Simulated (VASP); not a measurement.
# Zr (P6/mmm) in VASP: a series of runs

Zr is run at these levels: PBE; tasks: single point.

Program: VASP 6.6.1. These are calculated values, not measurements. Logs are shortened: lines on timing, memory, paths and dates and some standing lists are left out, and cuts for length are marked.

### Step 1. The cell of the first run

It takes space group P6/mmm (No. 191, hexagonal). Conventional cell: a = 4.904 Å, b = 4.904 Å, c = 3.061 Å, α = 90.00°, β = 90.00°, γ = 120.00°. Zr (site symmetry 6/mmm) has 14 Zr at 3.06 to 3.22 Å within 4.0 Å. Zr (site symmetry -6m2) has 11 Zr at 2.83 to 3.22 Å within 3.7 Å.

### Step 2. Single point, PBE, collinear spin, ferromagnetic start (volume scaled by 0.92)

INCAR

```
PREC     = Accurate       # precision mode
ENCUT    = 520            # plane-wave cutoff, eV
EDIFF    = 1E-6           # SCF threshold, eV
ISMEAR   = -1             # smearing method
SIGMA    = 0.05           # smearing width, eV
LREAL    = False          # projectors in reciprocal space
LASPH    = True           # aspherical terms in the spheres
NELM     = 150            # most SCF steps
ALGO     = Normal         # electronic algorithm
ISIF     = 2              # what is computed and relaxed
LWAVE    = False          # write WAVECAR
LCHARG   = False          # write CHGCAR
ISPIN    = 2              # spin polarisation
MAGMOM   = 1 1 1          # initial moments
LORBIT   = 11             # projections on sites
LMAXMIX  = 4              # l up to which the mixer works
GGA      = PE             # functional
NBANDS   = 29             # bands
```

KPOINTS

```
Automatic mesh
0
Gamma
  8 8 11
```

POSCAR

```
Zr
1.0
    4.9040584540      0.0000000000      0.0000000000
   -2.4520292270      4.2470392028      0.0000000000
    0.0000000000      0.0000000000      3.0612999817
Zr
3
Direct
    1.0000000000      0.0000000000      0.0000000000
    0.3333333333      0.6666666667      0.5000000000
    0.6666666667      0.3333333333      0.5000000000
```

Potentials or basis: VASP PAW PBE potentials, release 64 (Zr_sv).

The run is started by

```sh
> cat potpaw_PBE.64/Zr_sv/POTCAR > POTCAR
> mpirun -np 1 vasp_std > vasp.out
```

OUTCAR:

```text
PREC = Accurate
   ENCUT = 520
   EDIFF = 1E-6
   ISMEAR = -1
   LREAL = False
   LASPH = True
   NELM = 150
   ISIF = 2
   ISPIN = 2
   LORBIT = 11
   GGA = PE

 ion  position               nearest neighbor table
   1  0.000  0.000  0.000-   2 3.22   3 3.22   2 3.22   3 3.22   2 3.22   2 3.22   3 3.22   3 3.22
                             3 3.22   3 3.22   2 3.22   2 3.22
   2  0.333  0.667  0.500-   3 2.83   3 2.83   3 2.83   1 3.22   1 3.22   1 3.22   1 3.22   1 3.22
                             1 3.22
   3  0.667  0.333  0.500-   2 2.83   2 2.83   2 2.83   1 3.22   1 3.22   1 3.22   1 3.22   1 3.22
                             1 3.22

  LATTYP: Found a hexagonal cell.
 ALAT       =     4.9040584540
 C/A-ratio  =     0.6242380694

  Lattice vectors:

 A1 = (   4.9040584540,   0.0000000000,   0.0000000000)
 A2 = (  -2.4520292270,   4.2470392028,   0.0000000000)
 A3 = (   0.0000000000,   0.0000000000,   3.0612999817)

Analysis of symmetry for initial positions (statically):
=====================================================================
 Subroutine PRICEL returns:
 Original cell was already a primitive cell.

 Routine SETGRP: Setting up the symmetry group for a
 hexagonal supercell.

 Subroutine GETGRP returns: Found 24 space group operations
 (whereof 24 operations were pure point group operations)
 out of a pool of 24 trial point group operations.

The static configuration has the point symmetry D_6h.

Analysis of symmetry for dynamics (positions and initial velocities):
=====================================================================
 Subroutine PRICEL returns:
 Original cell was already a primitive cell.

 Routine SETGRP: Setting up the symmetry group for a
 hexagonal supercell.

 Subroutine GETGRP returns: Found 24 space group operations
 (whereof 24 operations were pure point group operations)
 out of a pool of 24 trial point group operations.

The dynamic configuration has the point symmetry D_6h.

Analysis of structural, dynamic, and magnetic symmetry:
=====================================================================
 Subroutine PRICEL returns:
 Original cell was already a primitive cell.

 Routine SETGRP: Setting up the symmetry group for a
 hexagonal supercell.

 Subroutine GETGRP returns: Found 24 space group operations
 (whereof 24 operations were pure point group operations)
 out of a pool of 24 trial point group operations.

The overall configuration has the point symmetry D_6h.

 Subroutine INISYM returns: Found 24 space group operations
 (whereof 24 operations are pure point group operations),
 and found     1 'primitive' translations

----------------------------------------------------------------------------------------

                                     Primitive cell

  volume of cell :      63.7599

  direct lattice vectors                    reciprocal lattice vectors
     4.904058454  0.000000000  0.000000000     0.203912741  0.117729076  0.000000000
    -2.452029227  4.247039203  0.000000000     0.000000000  0.235458151  0.000000000
     0.000000000  0.000000000  3.061299982     0.000000000  0.000000000  0.326658611

  length of vectors
     4.904058454  4.904058454  3.061299982     0.235458151  0.235458151  0.326658611

  position of ions in fractional coordinates (direct lattice)
     0.000000000  0.000000000  0.000000000
     0.333333333  0.666666667  0.500000000
     0.666666667  0.333333333  0.500000000

  ion indices of the primitive-cell ions
   primitive index   ion index
                 1           1
                 2           2
                 3           3

----------------------------------------------------------------------------------------

 KPOINTS: Automatic mesh

Automatic generation of k-mesh.
 Grid dimensions read from file:
 generate k-points for:    8    8   11

 Generating k-lattice:

  Cartesian coordinates                     Fractional coordinates (reciprocal lattice)
     0.025489093  0.014716134  0.000000000     0.125000000 -0.000000000  0.000000000
     0.000000000  0.029432269  0.000000000     0.000000000  0.125000000  0.000000000
     0.000000000  0.000000000  0.029696237     0.000000000  0.000000000  0.090909091

  Length of vectors
     0.029432269  0.029432269  0.029696237

  Shift w.r.t. Gamma in fractional coordinates (k-lattice)
     0.000000000  0.000000000  0.000000000

 Subroutine IBZKPT returns following result:
 ===========================================

 Found     60 irreducible k-points:

 Following reciprocal coordinates:
            Coordinates               Weight
  0.000000  0.000000  0.000000      1.000000
  0.125000  0.000000  0.000000      6.000000
  0.250000  0.000000  0.000000      6.000000
  0.375000  0.000000  0.000000      6.000000
  0.500000  0.000000  0.000000      3.000000
  0.125000  0.125000  0.000000      6.000000
[... 16 lines left out ...]
  0.250000  0.000000  0.181818     12.000000
  0.375000  0.000000  0.181818     12.000000
 [... further k-points ...]
   k-points           NKPTS =     60   k-points in BZ     NKDIM =     60   number of bands    NBANDS=     29
   number of dos      NEDOS =    301   number of ions     NIONS =      3
   total plane-waves  NPLWV =  31104
   dimension x,y,z NGX =    36 NGY =   36 NGZ =   24
   dimension x,y,z NGXF=    72 NGYF=   72 NGZF=   48
   ions per type =               3
   NGX,Y,Z   is equivalent  to a cutoff of  12.20, 12.20, 13.03 a.u.
   NGXF,Y,Z  is equivalent  to a cutoff of  24.41, 24.41, 26.07 a.u.
 SYSTEM =  unknown system
   PREC   = accura    normal or accurate (medium, high low for compatibility)
   ISTART =      0    job   : 0-new  1-cont  2-samecut
   ICHARG =      2    charge: 1-file 2-atom 10-const
   ISPIN  =      2    spin polarized calculation?
   LNONCOLLINEAR =      F non collinear calculations
   LSORBIT =      F    spin-orbit coupling
   LASPH  =      T    aspherical Exc in radial PAW
   ENCUT  =  520.0 eV  38.22 Ry    6.18 a.u.   9.12  9.12  5.69*2*pi/ulx,y,z
   NELM   =    150;   NELMIN=  2; NELMDL= -5     # of ELM steps
   EDIFF  = 0.1E-05   stopping-criterion for ELM
   LREAL  =      F    real-space projection
   EDIFFG = 0.1E-04   stopping-criterion for IOM
   NSW    =      0    number of steps for IOM
   IBRION =     -1    ionic relax: 0-MD 1-quasi-New 2-CG
   NFREE  =      0    steps in history (QN), initial steepest desc. (CG)
   ISIF   =      2    stress and relaxation
   ISYM   =      2    0-nonsym 1-usesym 2-fastsym
   POTIM  = 0.5000    time-step for ionic-motion
   TEBEG  =    0.0;   TEEND  =   0.0 temperature during run
   PSTRESS=    0.0 pullay stress
   NELECT =      36.0000    total number of electrons
   NUPDOWN=      -1.0000    fix difference up-down
   EMIN   =  10.00;   EMAX   =-10.00  energy-range for DOS
   EFERMI =   0.00;   METHOD = LEGACY
   ISMEAR =    -1;   SIGMA  =   0.05  broadening in eV -4-tet -1-fermi 0-gaus
   EFERMI_NEDOS =   21; number of points for ismear=-14 and -15
   IALGO  =     38    algorithm
   IMIX   =      4    mixing-type and parameters
     AMIX     =   0.40;   BMIX     =  1.00
     AMIX_MAG =   1.60;   BMIX_MAG =  1.00
  volume/ion in A,a.u.               =      21.25       143.42
  Fermi-wavevector in a.u.,A,eV,Ry     =   1.353089  2.556968 24.910228  1.830850
  Thomas-Fermi vector in A             =   2.480374
   LORBIT       =     11    0 simple, 1 ext, 2 COOP (PROOUT), +10 PAW based schemes
   GGA     = PE    functional components
   LHFCALC =     F    Hartree Fock is set to
   AEXX    =    0.0000 exact exchange contribution
   IVDW    =     0    specifies the selected vdW correction
   LEPSILON=     F    determine dielectric tensor
   LRPA    =     F    only Hartree local field effects (RPA)
 spin polarized calculation
  energy-cutoff  :      520.00
  volume of cell :       63.76
 maximum number of plane-waves:      1734
   NGX = 19   NGY = 19   NGZ = 11

 number of electron      36.0000000 magnetization       0.0015013

 number of electron      36.0000000 magnetization      -0.0006447

 Free energy of the ion-electron system (eV)
  ---------------------------------------------------
  ext. energy  EPLUGINS =         0.00000000
  ---------------------------------------------------
  free energy    TOTEN  =       -25.41788075 eV

  energy without entropy =      -25.39641652  energy(sigma->0) =      -25.40714864

 E-fermi :   9.9002     XC(G=0): -11.5015

 val. band max:        9.8994889219   @ k =   0.3750   0.2500   0.0909
 cond. band min:       9.9583422737   @ k =   0.3750   0.1250   0.2727
 fundamental gap:      0.0588533519
 Fermi energy:         9.9002027636

 spin component 1

 k-point     1 :       0.0000    0.0000    0.0000
  band No.  band energies     occupation
      1     -38.7769      1.00000
      2     -38.5195      1.00000
      3     -38.2766      1.00000
      4     -17.0549      1.00000
      5     -17.0549      1.00000
      6     -16.9714      1.00000
[... 21 lines left out ...]
     28      15.9648      0.00000
     29      19.0705      0.00000
[... 705 lines left out ...]
 k-point    24 :       0.3750    0.0000    0.1818
  band No.  band energies     occupation
      1     -38.7178      1.00000
      2     -38.4624      1.00000
      3     -38.3272      1.00000
      4     -17.2995      1.00000
      5     -17.0410      1.00000
      6     -16.7540      1.00000
[... 21 lines left out ...]
     28      15.5246      0.00000
     29      16.1776      0.00000

 [... further k-points ...]

 spin component 2

 k-point     1 :       0.0000    0.0000    0.0000
  band No.  band energies     occupation
      1     -38.7771      1.00000
      2     -38.5197      1.00000
      3     -38.2768      1.00000
      4     -17.0550      1.00000
      5     -17.0550      1.00000
      6     -16.9716      1.00000
[... 21 lines left out ...]
     28      15.9646      0.00000
     29      19.0697      0.00000
[... 705 lines left out ...]
 k-point    24 :       0.3750    0.0000    0.1818
  band No.  band energies     occupation
      1     -38.7180      1.00000
      2     -38.4626      1.00000
      3     -38.3274      1.00000
      4     -17.2996      1.00000
      5     -17.0411      1.00000
      6     -16.7541      1.00000
[... 21 lines left out ...]
     28      15.5244      0.00000
     29      16.1774      0.00000

 [... further k-points ...]
[... 5 lines left out ...]
  --------------------------------------------------------------------------------------
  -------------------------------------------------------------------------------------
  Total        3.7029074      3.7029074      3.6566813      0.0000000      0.0000000      0.0000000
  in kB       93.0476981     93.0476981     91.8861175      0.0000000      0.0000000      0.0000000
  external PRESSURE =      92.6605046 kB  Pullay stress =       0.0000000 kB

 VOLUME and BASIS-vectors are now :
 -----------------------------------------------------------------------------
  energy-cutoff  :      520.00
  volume of cell :       63.76
      direct lattice vectors                 reciprocal lattice vectors
     4.904058454  0.000000000  0.000000000     0.203912741  0.117729076  0.000000000
    -2.452029227  4.247039203  0.000000000     0.000000000  0.235458151  0.000000000
     0.000000000  0.000000000  3.061299982     0.000000000  0.000000000  0.326658611

 POSITION                                       TOTAL-FORCE (eV/Angst)
 -----------------------------------------------------------------------------------
      0.00000      0.00000      0.00000        -0.000000      0.000000     -0.000000
     -0.00000      2.83136      1.53065        -0.000000      0.000000      0.000000
      2.45203      1.41568      1.53065         0.000000     -0.000000     -0.000000
 -----------------------------------------------------------------------------------
    total drift:                                0.000000     -0.000000     -0.000000

  FREE ENERGIE OF THE ION-ELECTRON SYSTEM (eV)
  ---------------------------------------------------
  free  energy   TOTEN  =       -25.4178807485 eV

  energy  without entropy=      -25.3964165223  energy(sigma->0) =      -25.40714864

 total charge

# of ion       s       p       d       tot
------------------------------------------
    1        2.236   5.987   1.595   9.818
    2        2.243   5.949   1.825  10.017
    3        2.243   5.949   1.825  10.017
--------------------------------------------------
tot          6.722  17.886   5.245  29.852

 magnetization (x)

# of ion       s       p       d       tot
------------------------------------------
    1       -0.000  -0.000  -0.000  -0.000
    2        0.000  -0.000  -0.000  -0.000
    3        0.000  -0.000  -0.000  -0.000
--------------------------------------------------
tot         -0.000  -0.000  -0.000  -0.000
```

Wall time 4.2 min (1 thread of AMD EPYC 7R43 (Zen 3), shared host); peak memory 0.25 GiB.

Results:

| Item | Value |
| --- | --- |
| Free energy | -25.4179 eV |
| Pressure | 9.3 GPa |
| Band gap on the k mesh | zero (filled and empty bands overlap) |
| Net moment | 0.00 μB per cell |
| Valence electrons inside the program's atomic spheres | Zr 9.82, 10.02 |

### Step 3. Single point, PBE, collinear spin, ferromagnetic start (volume scaled by 0.88)

INCAR

```
SYSTEM = Zr
ALGO     = Normal         ! electronic algorithm
EDIFF    = 1E-6           ! SCF threshold, eV
ENCUT    = 520            ! plane-wave cutoff, eV
GGA      = PE             ! functional
ISIF     = 2              ! what is computed and relaxed
ISMEAR   = -1             ! smearing method
ISPIN    = 2              ! spin polarisation
LASPH    = .True.         ! aspherical terms in the spheres
LCHARG   = .True.         ! write CHGCAR
LELF     = .True.         ! ELF
LMAXMIX  = 4              ! l up to which the mixer works
LORBIT   = 11             ! projections on sites
LREAL    = .False.        ! projectors in reciprocal space
LVHAR    = .True.       
LWAVE    = .False.        ! write WAVECAR
MAGMOM   = 1 1 1          ! initial moments
NBANDS   = 29             ! bands
NELM     = 150            ! most SCF steps
PREC     = Accurate       ! precision mode
SIGMA    = 0.05           ! smearing width, eV
```

KPOINTS

```
k-points
0
Gamma
  10 10 13
  0 0 0
```

POSCAR

```
Zr
1.0
    4.8319294776      0.0000000000      0.0000000000
   -2.4159647388      4.1845736769      0.0000000000
    0.0000000000      0.0000000000      3.0162743186
Zr
3
Direct
    0.0000000000      1.0000000000      1.0000000000
    0.3333333333      0.6666666667      0.5000000000
    0.6666666667      0.3333333333      0.5000000000
```

Potentials or basis: VASP PAW PBE potentials, release 64 (Zr_sv).

The run is started by

```sh
> cat potpaw_PBE.64/Zr_sv/POTCAR > POTCAR
> mpirun -np 1 vasp_std > vasp.out
```

Run time: 4.3 min. Hardware: 1 thread of Intel Xeon 6975P-C, shared host; peak memory 0.36 GiB.

The run converged. Its results:

| Item | Value |
| --- | --- |
| Free energy | -25.2058 eV |
| Pressure | 15.3 GPa |
| Band gap on the k mesh | zero (filled and empty bands overlap) |
| Net moment | 0.00 μB per cell |
| Valence electrons inside the program's atomic spheres | Zr 9.88, 10.09 |

Stress tensor (GPa, compression positive):
```
15.25  0.00  0.00
 0.00 15.25  0.00
 0.00  0.00 15.43
```

Levels at points of the mesh, in eV from the Fermi level:
Spin up:
| k point | band 16 | band 17 | band 18 | band 19 | band 20 | band 21 |
| --- | --- | --- | --- | --- | --- | --- |
| (0.00, 0.00, 0.00) | -0.42 | -0.37 | -0.37 | -0.15 | 0.91 | 1.80 |
| (0.50, 0.00, 0.00) | -0.78 | -0.77 | -0.57 | -0.06 | 0.81 | 1.18 |
Spin down:
| k point | band 14 | band 15 | band 16 | band 17 | band 18 | band 19 | band 20 | band 21 | band 22 | band 23 |
| --- | --- | --- | --- | --- | --- | --- | --- | --- | --- | --- |
| (0.00, 0.00, 0.00) | -2.78 | -0.42 | -0.42 | -0.37 | -0.37 | -0.15 | 0.91 | 1.80 | 1.80 | 2.48 |
| (0.50, 0.00, 0.00) | -3.11 | -3.04 | -0.78 | -0.77 | -0.57 | -0.06 | 0.81 | 1.18 | 2.21 | 2.69 |

### Step 4. Single point, PBE, collinear spin, ferromagnetic start (volume scaled by 0.96)

INCAR

```
SYSTEM = Zr
PREC = Accurate ; ENCUT = 520
EDIFF = 1E-6 ; ISMEAR = -1
SIGMA = 0.05 ; LREAL = .False.
LASPH = .True. ; NELM = 150
ALGO = Normal ; ISIF = 2
LWAVE = .False. ; LCHARG = .False.
ISPIN = 2 ; MAGMOM = 1 1 1
LORBIT = 11 ; LMAXMIX = 4
GGA = PE ; NBANDS = 29
```

KPOINTS

```
Automatic mesh
0
Gamma
  8 8 11
  0 0 0
```

POSCAR

```
Zr
1.0
    4.9741258984      0.0000000000      0.0000000000
   -2.4870629492      4.3077193897      0.0000000000
    0.0000000000      0.0000000000      3.1050387479
Zr
3
Direct
    1.0000000000      0.0000000000      0.0000000000
    0.3333333333      0.6666666667      0.5000000000
    0.6666666667      0.3333333333      0.5000000000
```

The run is started by

```sh
> cat potpaw_PBE.64/Zr_sv/POTCAR > POTCAR
> mpirun -np 1 vasp_std > vasp.out
```

Wall time 2.7 min (1 thread of Intel Xeon Platinum 8259CL at 2.50GHz (Skylake/Cascade Lake), shared host); peak memory 0.31 GiB.

The run converged. Its results:

```
Free energy                                           : -25.5350 eV
Pressure                                              : 4.2 GPa
Band gap on the k mesh                                : zero (filled and empty bands overlap)
Net moment                                            : 0.00 μB per cell
Valence electrons inside the program's atomic spheres : Zr 9.76, 9.96
```

Stress tensor (GPa, compression positive):
```
4.29 0.00 0.00
0.00 4.29 0.00
0.00 0.00 4.14
```

Levels at points of the mesh, in eV from the Fermi level:
Spin up:
| k point | band 16 | band 17 | band 18 | band 19 | band 20 | band 21 |
| --- | --- | --- | --- | --- | --- | --- |
| (0.00, 0.00, 0.00) | -0.49 | -0.45 | -0.45 | -0.17 | 0.85 | 1.67 |
| (0.50, 0.00, 0.00) | -0.66 | -0.64 | -0.51 | -0.02 | 0.72 | 1.14 |
Spin down:
| k point | band 14 | band 15 | band 16 | band 17 | band 18 | band 19 | band 20 | band 21 | band 22 | band 23 |
| --- | --- | --- | --- | --- | --- | --- | --- | --- | --- | --- |
| (0.00, 0.00, 0.00) | -2.48 | -0.49 | -0.49 | -0.45 | -0.45 | -0.17 | 0.85 | 1.67 | 1.67 | 2.31 |
| (0.50, 0.00, 0.00) | -3.11 | -2.99 | -0.66 | -0.64 | -0.51 | -0.02 | 0.72 | 1.14 | 1.75 | 2.47 |

### Step 5. Overview

| cell | k mesh | gap on the mesh (eV) | pressure (GPa) | moment (μB) |
| --- | --- | --- | --- | --- |
| a = 4.904, b = 4.904, c = 3.061 Å, angles 90.0, 90.0, 120.0°, 3 atoms | 8 × 8 × 11 | none | 9.3 | 0.00 |
| a = 4.832, b = 4.832, c = 3.016 Å, angles 90.0, 90.0, 120.0°, 3 atoms | 10 × 10 × 13 | none | 15.3 | 0.00 |
| a = 4.974, b = 4.974, c = 3.105 Å, angles 90.0, 90.0, 120.0°, 3 atoms | 8 × 8 × 11 | none | 4.2 | 0.00 |

Alike in all rows: task single point; level PBE; potentials or basis VASP PAW PBE potentials, release 64 (Zr_sv); spin collinear, ferromagnetic start; cutoff (eV) 520; smearing fermi-dirac 0.05 eV.

Absolute energies hang on the potentials; compare differences alone.
